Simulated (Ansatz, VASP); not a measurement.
One calculation of NiO, two programs

```
CELL_PARAMETERS angstrom
0.00000 2.08833 2.08833
2.08833 0.00000 2.08833
2.08833 2.08833 0.00000
ATOMIC_POSITIONS crystal
Ni 0.00000 0.00000 0.00000
O 0.50000 0.50000 0.50000
```

Alike in both runs: task single point; functional r2SCAN; k mesh 14 × 14 × 14; occupations gaussian, width 0.05 eV; collinear spin.

|  | VASP | Ansatz |
| --- | --- | --- |
| version | VASP 6.6.1 | Ansatz 0.2.0 |
| potentials or method | VASP PAW PBE potentials, release 64 (Ni_sv_GW, O), cutoff 770 eV | scalar-relativistic, plane waves, PAW |
| valence electrons in the cell | 24 | 24 |

```csv
,VASP,Ansatz,Ansatz less VASP
gap on the k mesh at the Fermi level (eV),0.82,0.79,-0.026
least direct gap on the mesh (eV),1.74,1.70,-0.034
pressure (GPa),1.4,1.9,+0.45
net moment per atom (μB),1.00,1.00,0.000
size of the moment on the site where the two differ most (μB),1.70,1.67,-0.034
```

VASP's potentials were made for PBE, not for r2SCAN. Site moments also hang on the region over which each program counts them. With one functional, cell and mesh, what is left measures potentials, basis and numerics. Ansatz's warnings: stability check not made.
